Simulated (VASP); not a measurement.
# Si (Imma) in VASP: further runs

The runs below take Si through single point, with LDA, PBE.

Program: VASP 6.6.1. These are calculated values, not measurements. Logs are shortened: lines on timing, memory, paths and dates and some standing lists are left out, and cuts for length are marked.

**1. The cell of the first run**

Symmetry: Imma, No. 74, orthorhombic system. The conventional cell has a = 4.502 Å, b = 4.737 Å, c = 2.550 Å, α = 90.00°, β = 90.00°, γ = 90.00°. Within 3.3 Å of Si (site symmetry mm2) lie 10 Si at 2.39 to 3.27 Å.

**2. Single point, LDA**

INCAR reads:

```
PREC = Accurate
ENCUT = 500
EDIFF = 1E-6
ISMEAR = 1
SIGMA = 0.05
LREAL = False
LASPH = True
NELM = 120
ALGO = Normal
ISIF = 2
LWAVE = False
LCHARG = False
GGA = CA
NBANDS = 11
GGA_COMPAT = False
```

KPOINTS reads:

```
regular mesh
0
Gamma
  13 13 13
```

POSCAR reads:

```
Si
1.0
   -2.2510000000      2.3685000000      1.2750000000
    2.2510000000     -2.3685000000      1.2750000000
    2.2510000000      2.3685000000     -1.2750000000
Si
2
Direct
    0.3070000000      0.0570000000      0.2500000000
    0.6930000000      0.9430000000      0.7500000000
```

Potentials or basis: VASP PAW LDA potentials, release 64 (Si).

Launch:

```console
cat potpaw_LDA.64/Si/POTCAR > POTCAR
mpirun -np 1 vasp_std > vasp.out
```

OUTCAR:

```text
PREC = Accurate
   ENCUT = 500
   EDIFF = 1E-6
   ISMEAR = 1
   LREAL = False
   LASPH = True
   NELM = 120
   ISIF = 2
   GGA = CA

 ion  position               nearest neighbor table
   1  0.307  0.057  0.250-   2 2.39   2 2.39   2 2.46   2 2.46   2 2.74   2 2.74
   2  0.693  0.943  0.750-   1 2.39   1 2.39   1 2.46   1 2.46   1 2.74   1 2.74

  LATTYP: Found a body centered orthorhombic cell.
 ALAT       =     2.5500000000
 B/A-ratio  =     1.7654901961
 C/A-ratio  =     1.8576470588

  Lattice vectors:

 A1 = (   2.2510000000,  -2.3685000000,   1.2750000000)
 A2 = (  -2.2510000000,  -2.3685000000,  -1.2750000000)
 A3 = (   2.2510000000,   2.3685000000,  -1.2750000000)

Analysis of symmetry for initial positions (statically):
=====================================================================
 Subroutine PRICEL returns:
 Original cell was already a primitive cell.

 Routine SETGRP: Setting up the symmetry group for a
 body centered orthorhombic supercell.

 Subroutine GETGRP returns: Found  8 space group operations
 (whereof  4 operations were pure point group operations)
 out of a pool of  8 trial point group operations.

The static configuration has the point symmetry C_2h.
 The point group associated with its full space group is D_2h.

Analysis of symmetry for dynamics (positions and initial velocities):
=====================================================================
 Subroutine PRICEL returns:
 Original cell was already a primitive cell.

 Routine SETGRP: Setting up the symmetry group for a
 body centered orthorhombic supercell.

 Subroutine GETGRP returns: Found  8 space group operations
 (whereof  4 operations were pure point group operations)
 out of a pool of  8 trial point group operations.

The dynamic configuration has the point symmetry C_2h.
 The point group associated with its full space group is D_2h.

 Subroutine INISYM returns: Found  8 space group operations
 (whereof  4 operations are pure point group operations),
 and found     1 'primitive' translations

----------------------------------------------------------------------------------------

                                     Primitive cell

  volume of cell :      27.1906

  direct lattice vectors                    reciprocal lattice vectors
    -2.251000000  2.368500000  1.275000000     0.000000000  0.211104074  0.392156863
     2.251000000 -2.368500000  1.275000000     0.222123501  0.000000000  0.392156863
     2.251000000  2.368500000 -1.275000000     0.222123501  0.211104074  0.000000000

  length of vectors
     3.507480328  3.507480328  3.507480328     0.445367191  0.450694857  0.306437236

  position of ions in fractional coordinates (direct lattice)
     0.307000000  0.057000000  0.250000000
     0.693000000  0.943000000  0.750000000

  ion indices of the primitive-cell ions
   primitive index   ion index
                 1           1
                 2           2

----------------------------------------------------------------------------------------

 KPOINTS: regular mesh

Automatic generation of k-mesh.
 Grid dimensions read from file:
 generate k-points for:   13   13   13

 Generating k-lattice:

  Cartesian coordinates                     Fractional coordinates (reciprocal lattice)
     0.000000000  0.016238775  0.030165913     0.076923077  0.000000000  0.000000000
     0.017086423  0.000000000  0.030165913    -0.000000000  0.076923077  0.000000000
     0.017086423  0.016238775  0.000000000    -0.000000000  0.000000000  0.076923077

  Length of vectors
     0.034259015  0.034668835  0.023572095

  Shift w.r.t. Gamma in fractional coordinates (k-lattice)
     0.000000000  0.000000000  0.000000000

 Subroutine IBZKPT returns following result:
 ===========================================

 Found    343 irreducible k-points:

 Following reciprocal coordinates:
            Coordinates               Weight
  0.000000  0.000000  0.000000      1.000000
  0.076923  0.000000  0.000000      4.000000
  0.153846  0.000000 -0.000000      4.000000
  0.230769  0.000000  0.000000      4.000000
  0.307692  0.000000 -0.000000      4.000000
  0.384615  0.000000 -0.000000      4.000000
[... 16 lines left out ...]
  0.153846  0.153846  0.000000      8.000000
  0.230769  0.153846  0.000000      8.000000
 [... further k-points ...]
   k-points           NKPTS =    343   k-points in BZ     NKDIM =    343   number of bands    NBANDS=     11
   number of dos      NEDOS =    301   number of ions     NIONS =      2
   total plane-waves  NPLWV =  21952
   dimension x,y,z NGX =    28 NGY =   28 NGZ =   28
   dimension x,y,z NGXF=    56 NGYF=   56 NGZF=   56
   ions per type =               2
   NGX,Y,Z   is equivalent  to a cutoff of  13.27, 13.27, 13.27 a.u.
   NGXF,Y,Z  is equivalent  to a cutoff of  26.54, 26.54, 26.54 a.u.
 SYSTEM =  unknown system
   PREC   = accura    normal or accurate (medium, high low for compatibility)
   ISTART =      0    job   : 0-new  1-cont  2-samecut
   ICHARG =      2    charge: 1-file 2-atom 10-const
   ISPIN  =      1    spin polarized calculation?
   LNONCOLLINEAR =      F non collinear calculations
   LSORBIT =      F    spin-orbit coupling
   LASPH  =      T    aspherical Exc in radial PAW
   ENCUT  =  500.0 eV  36.75 Ry    6.06 a.u.   6.39  6.39  6.39*2*pi/ulx,y,z
   NELM   =    120;   NELMIN=  2; NELMDL= -5     # of ELM steps
   EDIFF  = 0.1E-05   stopping-criterion for ELM
   LREAL  =      F    real-space projection
   EDIFFG = 0.1E-04   stopping-criterion for IOM
   NSW    =      0    number of steps for IOM
   IBRION =     -1    ionic relax: 0-MD 1-quasi-New 2-CG
   NFREE  =      0    steps in history (QN), initial steepest desc. (CG)
   ISIF   =      2    stress and relaxation
   ISYM   =      2    0-nonsym 1-usesym 2-fastsym
   POTIM  = 0.5000    time-step for ionic-motion
   TEBEG  =    0.0;   TEEND  =   0.0 temperature during run
   PSTRESS=    0.0 pullay stress
   NELECT =       8.0000    total number of electrons
   NUPDOWN=      -1.0000    fix difference up-down
   EMIN   =  10.00;   EMAX   =-10.00  energy-range for DOS
   EFERMI =   0.00;   METHOD = LEGACY
   ISMEAR =     1;   SIGMA  =   0.05  broadening in eV -4-tet -1-fermi 0-gaus
   EFERMI_NEDOS =   21; number of points for ismear=-14 and -15
   IALGO  =     38    algorithm
   IMIX   =      4    mixing-type and parameters
     AMIX     =   0.40;   BMIX     =  1.00
     AMIX_MAG =   1.60;   BMIX_MAG =  1.00
  volume/ion in A,a.u.               =      13.60        91.75
  Fermi-wavevector in a.u.,A,eV,Ry     =   1.088843  2.057614 16.130773  1.185578
  Thomas-Fermi vector in A             =   2.225033
   LORBIT       =      0    0 simple, 1 ext, 2 COOP (PROOUT), +10 PAW based schemes
   GGA     = CA    functional components
   LHFCALC =     F    Hartree Fock is set to
   AEXX    =    0.0000 exact exchange contribution
   IVDW    =     0    specifies the selected vdW correction
   LEPSILON=     F    determine dielectric tensor
   LRPA    =     F    only Hartree local field effects (RPA)
 non-spin polarized calculation
 Methfessel and Paxton  Order N= 1 SIGMA  =   0.05
  energy-cutoff  :      500.00
  volume of cell :       27.19
 maximum number of plane-waves:       708
 NGX is ok and might be reduce to    28
   NGX = 13   NGY = 13   NGZ = 13

 number of electron       8.0000000 magnetization

 Free energy of the ion-electron system (eV)
  ---------------------------------------------------
  ext. energy  EPLUGINS =         0.00000000
  ---------------------------------------------------
  free energy    TOTEN  =       -11.41890996 eV

  energy without entropy =      -11.41890451  energy(sigma->0) =      -11.41890815

 E-fermi :  10.6552     XC(G=0): -11.4534

 val. band max:       10.6472224964   @ k =   0.0769   0.3077   0.0769
 cond. band min:      10.6572472457   @ k =  -0.2308  -0.2308   0.0769
 fundamental gap:      0.0100247494
 Fermi energy:        10.6551656838

 k-point     1 :       0.0000    0.0000    0.0000
  band No.  band energies     occupation
      1      -4.0933      2.00000
      2       7.7101      2.00000
      3       8.1939      2.00000
      4       8.9695      2.00000
      5      11.7903      0.00000
      6      18.4396      0.00000
      7      19.7204      0.00000
      8      20.5839      0.00000
      9      21.1416      0.00000
     10      21.2810      0.00000
     11      22.6550      0.00000

 k-point     2 :       0.0769    0.0000    0.0000
  band No.  band energies     occupation
      1      -3.9242      2.00000
      2       7.6512      2.00000
      3       7.7464      2.00000
      4       9.6830      2.00000
      5      12.1707      0.00000
      6      17.3380      0.00000
      7      18.6102      0.00000
      8      19.9125      0.00000
      9      20.3226      0.00000
     10      21.1476      0.00000
     11      22.5168      0.00000

 k-point     3 :       0.1538    0.0000   -0.0000
  band No.  band energies     occupation
      1      -3.4178      2.00000
      2       7.3257      2.00000
      3       7.5756      2.00000
      4      10.8064     -0.00016
      5      13.2051      0.00000
      6      15.6907      0.00000
      7      15.8576      0.00000
      8      18.3051      0.00000
      9      18.5658      0.00000
     10      20.0037      0.00000
     11      22.9370      0.00000

 k-point     4 :       0.2308    0.0000    0.0000
  band No.  band energies     occupation
      1      -2.5772      2.00000
      2       7.1814      2.00000
      3       7.6379      2.00000
      4      11.0940     -0.00000
      5      13.9325      0.00000
      6      14.2110      0.00000
      7      14.6653      0.00000
      8      16.1840      0.00000
      9      17.2812      0.00000
     10      18.5959      0.00000
     11      23.9764      0.00000

 k-point     5 :       0.3077    0.0000   -0.0000
  band No.  band energies     occupation
      1      -1.4074      2.00000
      2       7.3063      2.00000
      3       7.9239      2.00000
      4       8.9925      2.00000
      5      12.4123      0.00000
      6      13.9665      0.00000
      7      15.1197      0.00000
      8      16.3511      0.00000
      9      16.8140      0.00000
     10      17.6194      0.00000
     11      24.8774      0.00000
[... 211 lines left out ...]
 k-point    21 :       0.0000    0.1538    0.0000
  band No.  band energies     occupation
      1      -3.4004      2.00000
      2       6.8268      2.00000
      3       7.8252      2.00000
      4      11.0103     -0.00000
      5      13.3588      0.00000
      6      15.4660      0.00000
      7      16.5177      0.00000
      8      18.8139      0.00000
      9      18.9585      0.00000
     10      19.4305      0.00000
     11      20.8165      0.00000

 k-point    22 :       0.0769    0.1538   -0.0000
  band No.  band energies     occupation
      1      -2.7097      2.00000
      2       6.9787      2.00000
      3       8.7127      2.00000
      4      11.2465     -0.00000
      5      13.2746      0.00000
      6      13.7284      0.00000
      7      14.6977      0.00000
      8      17.0220      0.00000
      9      17.2416      0.00000
     10      19.0240      0.00000
     11      21.1126      0.00000

 k-point    23 :       0.1538    0.1538    0.0000
  band No.  band energies     occupation
      1      -1.6879      2.00000
      2       7.0997      2.00000
      3       9.4482      2.00000
      4      10.5307      2.00243
      5      11.3034     -0.00000
      6      12.9981      0.00000
      7      15.1059      0.00000
      8      15.2084      0.00000
      9      16.6279      0.00000
     10      18.7898      0.00000
     11      21.7254      0.00000

 k-point    24 :       0.2308    0.1538    0.0000
  band No.  band energies     occupation
      1      -0.3417      2.00000
      2       7.3799      2.00000
      3       7.7616      2.00000
      4       9.1129      2.00000
      5      11.0053     -0.00000
      6      13.3688      0.00000
      7      14.1715      0.00000
      8      14.7431      0.00000
      9      18.2895      0.00000
     10      18.6066      0.00000
     11      22.7090      0.00000

 [... further k-points ...]

------------------------ aborting loop because EDIFF is reached ----------------------------------------

  FORCE on cell =-STRESS in cart. coord.  units (eV):
  Direction    XX          YY          ZZ          XY          YZ          ZX
  --------------------------------------------------------------------------------------
  -------------------------------------------------------------------------------------
  Total        1.6867725      2.2665246      1.6418246      0.0000000      0.0000000      0.0000000
  in kB       99.3912228    133.5524811     96.7427171      0.0000000      0.0000000      0.0000000
  external PRESSURE =     109.8954737 kB  Pullay stress =       0.0000000 kB

 VOLUME and BASIS-vectors are now :
 -----------------------------------------------------------------------------
  energy-cutoff  :      500.00
  volume of cell :       27.19
      direct lattice vectors                 reciprocal lattice vectors
    -2.251000000  2.368500000  1.275000000     0.000000000  0.211104074  0.392156863
     2.251000000 -2.368500000  1.275000000     0.222123501  0.000000000  0.392156863
     2.251000000  2.368500000 -1.275000000     0.222123501  0.211104074  0.000000000

 POSITION                                       TOTAL-FORCE (eV/Angst)
 -----------------------------------------------------------------------------------
      0.00000      1.18425      0.14535        -0.000000      0.000000      0.025317
      2.25100      1.18425      1.12965         0.000000     -0.000000     -0.025317
 -----------------------------------------------------------------------------------
    total drift:                                0.000000      0.000000     -0.000000

  FREE ENERGIE OF THE ION-ELECTRON SYSTEM (eV)
  ---------------------------------------------------
  free  energy   TOTEN  =       -11.4189099609 eV

  energy  without entropy=      -11.4189045137  energy(sigma->0) =      -11.41890815
```

It took 69 s on 1 thread of AMD EPYC 7R13 (Zen 3), shared host; peak memory 0.16 GiB.

What came out:

- Free energy: -11.4189 eV
- Pressure: 11.0 GPa
- Largest force: 0.025 eV/Å
- Band gap on the k mesh: zero (bands 4 and 5 overlap by 7.07 eV)

Forces in eV/Å, atoms in the order of the input:
```
Si   0.000  0.000  0.025
Si   0.000  0.000 -0.025
```

Caveat: the cell stands under pressure.

**3. Single point, PBE**

INCAR reads:

```
SYSTEM = Si
PREC = Accurate
ENCUT = 500
EDIFF = 1E-6
ISMEAR = 1
SIGMA = 0.05
LREAL = .FALSE.
LASPH = .TRUE.
NELM = 120
ALGO = Normal
ISIF = 2
LWAVE = .FALSE.
LCHARG = .FALSE.
GGA = PE
NBANDS = 11
GGA_COMPAT = .FALSE.
```

KPOINTS reads:

```
regular mesh
0
G
  13 13 13
  0 0 0
```

POSCAR is that of step 2.

Potentials or basis: VASP PAW PBE potentials, release 64 (Si).

Launch:

```console
cat potpaw_PBE.64/Si/POTCAR > POTCAR
mpirun -np 1 vasp_std > vasp.out
```

Run time: 73 s. Hardware: 1 thread of AMD EPYC 7R13 (Zen 3), shared host; peak memory 0.18 GiB.

Results (log left out):

| Quantity | Value |
| --- | --- |
| Free energy | -10.1080 eV |
| Pressure | 15.7 GPa |
| Largest force | 0.008 eV/Å |
| Band gap on the k mesh | zero (bands 4 and 5 overlap by 7.12 eV) |

Forces on the atoms (eV/Å):
```
Si   0.000  0.000  0.008
Si   0.000  0.000 -0.008
```

Stress tensor (GPa, compression positive):
```
14.59  0.00  0.00
 0.00 18.35  0.00
 0.00  0.00 14.15
```

Levels at points of the mesh, in eV from the Fermi level:
```tsv
k point	band 1	band 2	band 3	band 4	band 5	band 6	band 7	band 8	band 9
(0.00, 0.00, 0.00)	-14.81	-2.97	-2.48	-1.65	1.09	7.77	9.15	10.03	10.63
```

Caveat: the cell stands under pressure.
